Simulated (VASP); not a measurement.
Here is a VASP 6.6.1 calculation.

The input INCAR:

```
SYSTEM = Si7Ni8
PREC = Accurate
ENCUT = 520
EDIFF = 1E-6
ISMEAR = 0
SIGMA = 0.1
LREAL = Auto
LASPH = .True.
NELM = 60
ALGO = Fast
ISIF = 2
LWAVE = .False.
LCHARG = .False.
GGA = PE
NBANDS = 67
```

File KPOINTS:

```
regular mesh
0
Gamma
  7 7 7
  0 0 0
```

Contents of POSCAR:

```
Si7Ni8
1.0
   -6.1049310000     -0.0257160000     -0.0140700000
   -3.0495970000      3.0497720000     -4.7918490000
   -3.0770220000     -3.0964100000     -4.8063250000
Si Ni
7 8
Direct
    0.6434242370      0.3569434480      0.7974811485
    0.1994464380      0.3202422333      0.8328513308
    0.6802871103      0.8020747695      0.3519289920
    0.1587855824      0.8412325760      0.3130328017
    0.0982907687      0.4066381678      0.4308554201
    0.0680285285      0.9321895398      0.9091233048
    0.5939895592      0.9020848176      0.9351680518
    0.4122785174      0.5879341744      0.0684193886
    0.9279663727      0.5596287104      0.1021281505
    0.4409179614      0.0721785551      0.5889917490
    0.8941193029      0.1059963216      0.5616233781
    0.8507707613      0.6545803057      0.6868520848
    0.2982948686      0.7017216986      0.6572190592
    0.8170010376      0.1842386626      0.1395868269
    0.3456304496      0.1497623822      0.1914513836
```

Potentials or basis: VASP PAW PBE potentials, release 64 (Si, Ni).

The run is started by

```console
$ cat potpaw_PBE.64/Si/POTCAR potpaw_PBE.64/Ni/POTCAR > POTCAR
$ mpirun -np 1 vasp_std > vasp.out
```

Problem. What does it give for the pressure?

Solution. 0.0 GPa.

Problem. What does it give for the band gap on the k mesh?

Solution. Zero (bands 54 and 55 overlap by 0.78 eV).

Problem. Estimate the largest force.

Solution. 0.087 eV/Å.

Forces on the atoms (eV/Å):
```
Si  -0.043 -0.045  0.060
Si   0.061 -0.051  0.028
Si  -0.035  0.063  0.043
Si   0.041  0.053  0.005
Si  -0.013 -0.001 -0.036
Si   0.024  0.029 -0.060
Si   0.003 -0.015 -0.051
Ni  -0.001  0.005  0.029
Ni  -0.001  0.008  0.042
Ni   0.013 -0.010  0.035
Ni  -0.003  0.009  0.037
Ni  -0.014  0.033 -0.035
Ni  -0.030 -0.015 -0.023
Ni  -0.042 -0.048 -0.025
Ni   0.039 -0.016 -0.048
```

Caveat: the cell differs from its parent crystal (atoms taken out). Spin polarisation is off, so any magnetic state and its effect on volume and gap are missing.
